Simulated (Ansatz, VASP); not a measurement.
## One calculation of ZnS, two programs

Contents of INCAR:

```
SYSTEM = ZnS
  ALGO = Normal
  EDIFF = 1E-6
  ENCUT = 520
  GGA = PS
  ISIF = 2
  ISMEAR = 0
  LASPH = .TRUE.
  LCHARG = .FALSE.
  LREAL = .FALSE.
  LWAVE = .FALSE.
  NBANDS = 46
  NELM = 60
  PREC = Accurate
  SIGMA = 0.05
```

KPOINTS

```
k-points
0
G
  6 6 6
  0 0 0
```

The input POSCAR:

```
ZnS
1.0
    5.3565181498      0.0000000000      0.0000000000
    0.0000000000     -5.3565181498      0.0000000000
    0.0000000000      0.0000000000     -5.3565181498
Zn S
4 4
Direct
    0.0346522732      0.0346522732      0.0000000000
    0.5000000000      0.5000000000      0.0000000000
    0.5000000000      0.0000000000      0.5000000000
    0.0000000000      0.5000000000      0.5000000000
    0.7500000000      0.7500000000      0.7500000000
    0.2500000000      0.2500000000      0.7500000000
    0.2500000000      0.7500000000      0.2500000000
    0.7500000000      0.2500000000      0.2500000000
```

Input for Ansatz:

```yaml
crystal:
  lattice:
    - [5.3565181498, 0.0, 0.0]
    - [0.0, -5.3565181498, 0.0]
    - [0.0, 0.0, -5.3565181498]
  atoms:
    - { symbol: Zn, position: [0.0346522732, 0.0346522732, 0.0] }
    - { symbol: Zn, position: [0.5, 0.5, 0.0] }
    - { symbol: Zn, position: [0.5, 0.0, 0.5] }
    - { symbol: Zn, position: [0.0, 0.5, 0.5] }
    - { symbol: S, position: [0.75, 0.75, 0.75] }
    - { symbol: S, position: [0.25, 0.25, 0.75] }
    - { symbol: S, position: [0.25, 0.75, 0.25] }
    - { symbol: S, position: [0.75, 0.25, 0.25] }
basis:
  ecutwfc: 420
kpoints:
  mp_grid: { grid: [6, 6, 6] }
hamiltonian:
  xc: pbesol
scf:
  occupations: { method: gaussian, width: 0.05 }
output:
  forces: true
  stress: true
  eigenvalues: true
```

Alike in both runs: task single point; functional PBEsol; k mesh 6 × 6 × 6; occupations gaussian, width 0.05 eV; no spin polarisation.

|  | VASP | Ansatz |
| --- | --- | --- |
| version | VASP 6.6.1 | Ansatz 0.2.0 |
| potentials or method | VASP PAW PBE potentials, release 64 (Zn, S), cutoff 520 eV | scalar-relativistic, plane waves, PAW |
| valence electrons in the cell | 72 | 72 |

```csv
,VASP,Ansatz,Ansatz less VASP
gap on the k mesh at the Fermi level (eV),2.01,2.00,-0.007
least direct gap on the mesh (eV),2.01,2.00,-0.007
pressure (GPa),0.9,0.7,-0.19
"traceless stress, the component that is largest in VASP (GPa)",-1.36,-1.35,+0.013
rms of the force components (eV/Å),0.595,0.592,-0.0032
```

VASP's potentials were made for PBE, not for PBEsol. Atom by atom the forces differ by 0.004 eV/Å (rms over components). The functional is the same, so the differences come from potentials, cutoffs and numerics.
